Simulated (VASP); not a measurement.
# ZnSe (P4/nmm) in VASP: a series of runs, part 2 of 2

VASP 6.6.1. The steps go on from the part before.

## (3) Single point, PBEsol, non-collinear spin, zero start, spin-orbit coupling

INCAR

```
PREC = Accurate
ENCUT = 520
EDIFF = 1E-6
ISMEAR = 0
SIGMA = 0.01
LREAL = F
LASPH = T
NELM = 150
ALGO = Normal
ISIF = 2
LWAVE = F
LCHARG = T
MAGMOM = 0 0 0 0 0 0 0 0 0 0 0 0
LORBIT = 11
LSORBIT = T
GGA_COMPAT = F
LORBMOM = T
GGA = PS
LVHAR = T
NBANDS = 50
```

KPOINTS

```
regular mesh
0
Gamma
  5 5 3
```

POSCAR

```
ZnSe
1.0
    4.1077020000      0.0000000000      0.0000000000
    0.0000000000      4.1077020000      0.0000000000
    0.0000000000      0.0000000000      6.0703500000
Zn Se
2 2
Direct
    0.0000000000      0.0000000000      0.0000000000
    0.5000000000      0.5000000000      0.0000000000
    0.0000000000      0.5000000000      0.2462800000
    0.5000000000      0.0000000000      0.7537200000
```

Potentials or basis: VASP PAW PBE potentials, release 64 (Zn, Se).

The run is started by

```console
$ cat potpaw_PBE.64/Zn/POTCAR potpaw_PBE.64/Se/POTCAR > POTCAR
$ mpirun -np 1 vasp_ncl > vasp.out
```

OUTCAR:

```text
PREC = Accurate
   ENCUT = 520
   EDIFF = 1E-6
   ISMEAR = 0
   LREAL = F
   LASPH = T
   NELM = 150
   ISIF = 2
   LORBIT = 11
   LSORBIT = T
   GGA = PS

 ion  position               nearest neighbor table
   1  0.000  0.000  0.000-   3 2.54   4 2.54   3 2.54   4 2.54   2 2.90   2 2.90   2 2.90   2 2.90

   2  0.500  0.500  0.000-   3 2.54   4 2.54   4 2.54   3 2.54   1 2.90   1 2.90   1 2.90   1 2.90

   3  0.000  0.500  0.246-   1 2.54   2 2.54   1 2.54   2 2.54
   4  0.500  0.000  0.754-   1 2.54   2 2.54   2 2.54   1 2.54

  LATTYP: Found a simple tetragonal cell.
 ALAT       =     4.1077020000
 C/A-ratio  =     1.4777970749

  Lattice vectors:

 A1 = (   4.1077020000,   0.0000000000,   0.0000000000)
 A2 = (   0.0000000000,   4.1077020000,   0.0000000000)
 A3 = (   0.0000000000,   0.0000000000,   6.0703500000)

Analysis of symmetry for initial positions (statically):
=====================================================================
 Subroutine PRICEL returns:
 Original cell was already a primitive cell.

 Routine SETGRP: Setting up the symmetry group for a
 simple tetragonal supercell.

[... 882 lines left out ...]
     0.0000000     0.0000000     0.0000000     0.0000000     0.0000000     0.0000000     0.0000000
     0.0000000     0.0000000     0.0000000     0.0000000     0.0000000     0.0000000     0.0000000
     0.0000000     0.0000000     0.0000000     0.0000000     0.0000000     0.0000000     0.0000000
[... 49 lines left out ...]
 l=   2
     0.0000000    -0.0000007     0.0000000    -0.0000007    -0.0000029
    -0.0000007     0.0000000     0.0000004     0.0000031    -0.0000010
     0.0000000     0.0000004     0.0000000     0.0000004     0.0000000
    -0.0000007     0.0000031     0.0000004     0.0000000    -0.0000010
    -0.0000029    -0.0000010     0.0000000    -0.0000010     0.0000000
 l=   3
     0.0000000     0.0000000     0.0000000     0.0000000     0.0000000     0.0000000     0.0000000
     0.0000000     0.0000000     0.0000000     0.0000000     0.0000000     0.0000000     0.0000000
     0.0000000     0.0000000     0.0000000     0.0000000     0.0000000     0.0000000     0.0000000
     0.0000000     0.0000000     0.0000000     0.0000000     0.0000000     0.0000000     0.0000000
     0.0000000     0.0000000     0.0000000     0.0000000     0.0000000     0.0000000     0.0000000
     0.0000000     0.0000000     0.0000000     0.0000000     0.0000000     0.0000000     0.0000000
     0.0000000     0.0000000     0.0000000     0.0000000     0.0000000     0.0000000     0.0000000

 total charge

# of ion       s       p       d       tot
------------------------------------------
    1        0.512   0.426   9.787  10.726
    2        0.512   0.426   9.787  10.726
    3        1.470   2.318   0.028   3.816
    4        1.470   2.318   0.028   3.816
--------------------------------------------------
tot          3.964   5.488  19.631  29.083

 magnetization (x)

# of ion       s       p       d       tot
------------------------------------------
    1        0.000   0.000   0.000   0.000
    2        0.000   0.000   0.000   0.000
    3        0.000   0.000   0.000   0.000
    4        0.000   0.000   0.000   0.000
--------------------------------------------------
tot          0.000   0.000   0.000   0.000

 magnetization (y)

# of ion       s       p       d       tot
------------------------------------------
    1        0.000   0.000   0.000   0.000
    2        0.000   0.000   0.000   0.000
    3        0.000  -0.000   0.000  -0.000
    4        0.000   0.000   0.000   0.000
--------------------------------------------------
tot          0.000  -0.000   0.000   0.000

 magnetization (z)

# of ion       s       p       d       tot
------------------------------------------
    1       -0.000  -0.000   0.000  -0.000
    2        0.000  -0.000   0.000   0.000
    3        0.000   0.000   0.000   0.000
    4        0.000   0.000   0.000   0.000
--------------------------------------------------
tot          0.000  -0.000   0.000  -0.000
```

OSZICAR:

```text
N       E                     dE             d eps       ncg     rms          rms(c)
DAV:   1     0.271167263857E+03    0.27117E+03   -0.15956E+04  1200   0.159E+03
DAV:   2     0.220625444633E+02   -0.24910E+03   -0.23736E+03  1208   0.372E+02
DAV:   3    -0.121033009515E+02   -0.34166E+02   -0.33537E+02  1360   0.134E+02
DAV:   4    -0.135393442710E+02   -0.14360E+01   -0.14291E+01  1358   0.271E+01
DAV:   5    -0.135526928355E+02   -0.13349E-01   -0.13341E-01  1374   0.242E+00    0.675E+00
DAV:   6    -0.128842751847E+02    0.66842E+00   -0.16482E+00  1596   0.364E+01    0.557E+00
DAV:   7    -0.128755132209E+02    0.87620E-02   -0.68449E-01  1292   0.576E+00    0.248E+00
DAV:   8    -0.128693505714E+02    0.61626E-02   -0.15051E-02  1440   0.166E+00    0.714E-01
DAV:   9    -0.128686896099E+02    0.66096E-03   -0.42746E-03  1404   0.108E+00    0.272E-01
DAV:  10    -0.128688050405E+02   -0.11543E-03   -0.62856E-04  1304   0.205E-01    0.700E-02
DAV:  11    -0.128689035455E+02   -0.98505E-04   -0.36654E-04  1320   0.326E-01    0.226E-02
DAV:  12    -0.128689006171E+02    0.29285E-05   -0.61661E-05  1356   0.140E-01    0.905E-03
DAV:  13    -0.128688991171E+02    0.14999E-05   -0.15213E-05  1356   0.412E-02    0.415E-03
DAV:  14    -0.128689003143E+02   -0.11972E-05   -0.48960E-06  1234   0.152E-02    0.274E-03
DAV:  15    -0.128689005088E+02   -0.19448E-06   -0.22298E-07   846   0.489E-03
   1 F= -.12868901E+02 E0= -.12868901E+02  d E =-.759594E-47  mag=    -0.0000     0.0000     0.0000
```

stdout:

```text
POSCAR found type information on POSCAR ZnSe
 POSCAR found :  2 types and       4 ions
 scaLAPACK will be used
 -----------------------------------------------------------------------------
|                                                                             |
|                                                                             |
|     You enforced a specific xc type in the INCAR file but a different       |
|     I HOPE YOU KNOW WHAT YOU ARE DOING!                                     |
|                                                                             |
 -----------------------------------------------------------------------------

 LDA part: xc-table for (Slater+PW92), standard interpolation
 POSCAR, INCAR and KPOINTS ok, starting setup
 FFT: planning ... GRIDC
 FFT: planning ... GRID_SOFT
 FFT: planning ... GRID
 WAVECAR not read
 entering main loop
```

It took 4.5 min on 1 thread of AMD EPYC 7R13, shared host; peak memory 0.41 GiB.

Results:

- Free energy: -12.8689 eV
- Pressure: -2.5 GPa
- Largest force: 0.351 eV/Å
- Net moment: 0.00 μB per cell
- Valence electrons inside the program's atomic spheres: Zn 10.73; Se 3.82

Forces in eV/Å, atoms in the order of the input:
```
Zn   0.000  0.000  0.000
Zn   0.000  0.000  0.000
Se   0.000  0.000 -0.351
Se   0.000  0.000  0.351
```

Stress tensor (GPa, compression positive):
```
-2.72  0.00  0.00
 0.00 -2.72  0.00
 0.00  0.00 -2.14
```

Moments on the atoms (μB; x, y, z):
```
Zn  0.00 0.00 0.00
Zn  0.00 0.00 0.00
Se  0.00 0.00 0.00
Se  0.00 0.00 0.00
```

Caveat: the PAW data sets were made with another functional, which shifts forces and pressure a little.
